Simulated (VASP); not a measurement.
Write the native input for VASP 6.6.1 that does the following.

* Task: single point
* Functional: LDA
* Potentials or basis: VASP PAW LDA potentials, release 64 (Mn_pv, Zn)
* Cutoff: 520 eV
* k mesh: 9 × 9 × 9
* Occupations: fermi-dirac, width 0.15 eV
* Spin: collinear spin, ferromagnetic start
* Starting moments: [2.8, 0.0] μB
* Dipole correction: no
* Further INCAR settings: ALGO = Normal; EDIFF = 1e-06; NBANDS = 24

The structure of MnZn lies in POSCAR:

```
MnZn
1.0
    2.9858476965      0.0000000000      0.0000000000
    0.0000000000      2.9858476965      0.0000000000
    0.0000000000      0.0000000000      2.9858476965
Mn Zn
1 1
Direct
    0.0000000000      0.0000000000      0.0000000000
    0.5000000000      0.5000000000      0.5000000000
```

These files were run (other wordings do the same):

INCAR

```
SYSTEM = MnZn
  PREC = Accurate
  ENCUT = 520
  EDIFF = 1E-6
  ISMEAR = -1
  SIGMA = 0.15
  LREAL = .FALSE.
  LASPH = .TRUE.
  NELM = 150
  ALGO = Normal
  ISIF = 2
  LWAVE = .FALSE.
  LCHARG = .FALSE.
  ISPIN = 2
  MAGMOM = 2.8 0
  LORBIT = 11
  LMAXMIX = 4
  GGA = CA
  NBANDS = 24
```

KPOINTS

```
regular mesh
0
G
  9 9 9
  0 0 0
```

Potentials or basis: VASP PAW LDA potentials, release 64 (Mn_pv, Zn).

Run with:

```bash
$ cat potpaw_LDA.64/Mn_pv/POTCAR potpaw_LDA.64/Zn/POTCAR > POTCAR
$ mpirun -np 1 vasp_std > vasp.out
```

Results of the run:

The pressure is -11.8 GPa. The net moment is 2.75 μB per cell and the site moments are Mn +2.72; Zn -0.04 μB. The valence electrons inside the program's atomic spheres are Mn 11.63; Zn 10.94.

Caveat: the cell stands under tension.

Wall time 18 s on 1 thread of Intel(R) Xeon(R) Platinum 8375C CPU @ 2.90GHz (Ice Lake) (shared host), peak memory 0.15 GiB.
